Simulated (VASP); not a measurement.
# ZnS: single point with PBE

The system is ZnS.

```xyz
2
Lattice="0.0000 2.7216 2.7216 2.7216 0.0000 2.7216 2.7216 2.7216 0.0000" Properties=species:S:1:pos:R:3 pbc="T T T"
Zn    0.0000   -0.0919    0.0000
S     4.0823    4.2698    4.0823
```

This cell differs from its parent crystal: mode 4 (260.1 1/cm) frozen in, largest displacement +0.188 Å.

| Property | Result |
| --- | --- |
| Program | VASP 6.6.1 |
| Task | single point |
| Functional | PBE |
| Potentials or basis | VASP PAW PBE potentials, release 64 (Zn, S) |
| Cutoff | 520 eV |
| k mesh | 8 × 8 × 8 |
| Occupations | gaussian, width 0.05 eV |
| Spin | no spin polarisation |

- Pressure: 2.5 GPa
- Largest force: 1.438 eV/Å
- Band gap on the k mesh: 1.96 eV, direct

Forces on the atoms (eV/Å):
```
Zn   0.000  1.438  0.000
S    0.000 -1.438  0.000
```

Stress tensor (GPa, compression positive):
```
3.31 0.00 5.83
0.00 1.00 0.00
5.83 0.00 3.31
```

Levels at points of the mesh, in eV from the valence-band top:
| k point | band 5 | band 6 | band 7 | band 8 | band 9 | band 10 | band 11 | band 12 | band 13 | band 14 |
| --- | --- | --- | --- | --- | --- | --- | --- | --- | --- | --- |
| (0.00, 0.00, 0.00) | -6.03 | -6.01 | -0.51 | -0.02 | 0.00 | 1.96 | 6.26 | 6.38 | 6.65 | 11.36 |
| (0.50, 0.00, 0.00) | -5.97 | -5.80 | -4.83 | -1.29 | -0.51 | 2.95 | 6.05 | 7.32 | 8.47 | 11.83 |
| (0.00, 0.50, 0.00) | -5.98 | -5.86 | -5.49 | -1.31 | -0.65 | 3.40 | 6.39 | 7.72 | 8.78 | 11.75 |
| (0.50, 0.50, 0.00) | -5.95 | -5.83 | -4.63 | -2.20 | -2.08 | 3.22 | 3.89 | 10.65 | 11.81 | 11.99 |
| (0.50, 0.00, 0.50) | -5.96 | -5.82 | -4.45 | -2.40 | -2.13 | 2.98 | 4.30 | 10.56 | 11.34 | 12.18 |

Run time: 37 s on 1 thread of Intel(R) Xeon(R) Platinum 8488C (Sapphire Rapids), on a shared host, peak memory 0.21 GiB.

Caveat: the cell differs from its parent crystal (mode 4 (260.1 1/cm) frozen in, largest displacement +0.188 Å); forces of over 1 eV/Å act on the atoms, so gaps and moduli don't describe the material at rest.
